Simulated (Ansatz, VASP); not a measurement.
**Two plane-wave programs on K**

Contents of INCAR:

```
PREC     = Accurate       # precision mode
ENCUT    = 520            # plane-wave cutoff, eV
EDIFF    = 1E-6           # SCF threshold, eV
ISMEAR   = -1             # smearing method
SIGMA    = 0.1            # smearing width, eV
LREAL    = F              # projectors in reciprocal space
LASPH    = T              # aspherical terms in the spheres
NELM     = 80             # most SCF steps
ALGO     = Normal         # electronic algorithm
ISIF     = 2              # what is computed and relaxed
LWAVE    = F              # write WAVECAR
LCHARG   = T              # write CHGCAR
GGA      = RP             # functional
LELF     = T              # ELF
LVHAR    = T            
NBANDS   = 10             # bands
```

Contents of KPOINTS:

```
regular mesh
0
Gamma
  8 8 8
```

Contents of POSCAR:

```
K
1.0
    4.3623220233      0.0000000000      0.0000000000
    0.0000000000      4.3623220233      0.0000000000
    0.0000000000      0.0000000000      4.3623220233
K
1
Direct
    0.0000000000      0.0000000000      0.0000000000
```

Input for Ansatz:

```yaml
crystal:
  lattice:
    - [4.3623220233, 0.0, 0.0]
    - [0.0, 4.3623220233, 0.0]
    - [0.0, 0.0, 4.3623220233]
  atoms:
    - { symbol: K, position: [0.0, 0.0, 0.0] }
hamiltonian:
  xc: rpbe
  pseudopotentials:
    kind: paw
    azcp:
      K: "pseudopotentials/K.paw.azcp"
basis:
  ecutwfc: 420
  fft_grid_basis: typed
kpoints:
  mp_grid: { grid: [8, 8, 8], shift: [0, 0, 0] }
magnetization:
  spin_polarized: false
scf:
  occupations: { method: fermi_dirac, width: 0.1 }
  lower_state_search: "off"
output:
  stress: true
```

Alike in both runs: task single point; functional RPBE; k mesh 8 × 8 × 8; occupations fermi-dirac, width 0.1 eV; no spin polarisation.

```csv
,VASP,Ansatz
version,VASP 6.6.1,Ansatz 0.2.0
potentials or method,"VASP PAW PBE potentials, release 64 (K_sv), cutoff 520 eV","plane waves (420 eV) with PAW, scalar-relativistic"
valence electrons in the cell,9,9
```

```tsv
	VASP	Ansatz	Ansatz less VASP
pressure (GPa)	0.1	0.1	+0.01
```

VASP's potentials were made for PBE, not for RPBE. With one functional, cell and mesh, what is left measures potentials, basis and numerics.
